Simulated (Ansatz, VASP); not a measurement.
## Two plane-wave programs on Hf2S

```
Hf S
1.0
     3.38172    0.00000    0.00000
    -1.69086    2.92865    0.00000
     0.00000    0.00000   11.73970
Hf S
4 2
Direct
  0.66667 0.33333 0.89975
  0.33333 0.66667 0.39975
  0.66667 0.33333 0.60025
  0.33333 0.66667 0.10025
  0.00000 0.00000 0.75000
  0.00000 0.00000 0.25000
```

Alike in both runs: functional r2SCAN; k mesh 12 × 12 × 4; occupations gaussian, width 0.1 eV; no spin polarisation.

Ansatz relaxed the structure, and its values are those at the end. VASP's run is a single point on that final structure, the one shown.

|  | VASP | Ansatz |
| --- | --- | --- |
| version | VASP 6.6.1 | Ansatz 0.2.0 |
| potentials or method | VASP PAW PBE potentials, release 64 (Hf_pv, S), cutoff 520 eV | scalar-relativistic, plane waves, PAW |
| valence electrons in the cell | 52 | 116 |

|  | VASP | Ansatz | Ansatz less VASP |
| --- | --- | --- | --- |
| gap on the k mesh at the Fermi level (eV) | none | none | - |
| pressure (GPa) | -0.9 | 0.0 | +0.88 |
| rms of the force components (eV/Å) | 0.006 | 0.001 | -0.0047 |

VASP's potentials were made for PBE, not for r2SCAN. A gap of «none» marks a metal or a gap that the smearing closes. The functional is the same, so the differences come from potentials, cutoffs and numerics. VASP's potentials hold 52 valence electrons a cell and Ansatz's 116, so a difference there can come from the potentials and not from the codes.

Neither program's run includes spin-orbit coupling.
